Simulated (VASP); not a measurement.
Input of a VASP 6.6.1 run:

INCAR

```
PREC = Accurate
ENCUT = 520
EDIFF = 1E-6
ISMEAR = 0
SIGMA = 0.05
LREAL = F
LASPH = T
NELM = 60
ALGO = Normal
ISIF = 2
LWAVE = F
LCHARG = F
GGA = PE
IVDW = 12
NBANDS = 35
```

KPOINTS

```
Automatic mesh
0
Gamma
  12 12 4
```

The input POSCAR:

```
SnO2
1.0
    3.2111798104      0.0000000000      0.0000000000
   -1.6055899052      2.7809632919      0.0000000000
    0.0000000000      0.0000000000     10.3330629359
Sn O
2 4
Direct
   -0.1559678954      0.0000000000      0.5000000000
    0.1559678954      0.0000000000      0.0000000000
    0.5087184888      0.3333333333      0.4017901351
    0.8246148446      0.3333333333      0.0982098649
    0.1753851554      0.6666666667      0.5982098649
    0.4912815112      0.6666666667      0.9017901351
```

Potentials or basis: VASP PAW PBE potentials, release 64 (Sn_d, O).

Command:

```console
$ cat potpaw_PBE.64/Sn_d/POTCAR potpaw_PBE.64/O/POTCAR > POTCAR
$ mpirun -np 1 vasp_std > vasp.out
```

Q: What does it give for the band gap on the k mesh?

A: 2.15 eV, indirect (least direct gap 2.48 eV).

Q: Estimate the pressure.

A: 0.4 GPa.

Q: Predict the largest force.

A: 0.096 eV/Å.

Stress tensor (GPa, compression positive):
```
 1.06  0.00  0.00
 0.00  0.79  0.00
 0.00  0.00 -0.72
```

Caveat: spin-orbit coupling is left out, which moves the levels of the heavy elements. As with any semilocal functional, this PBE gap is likely too small.
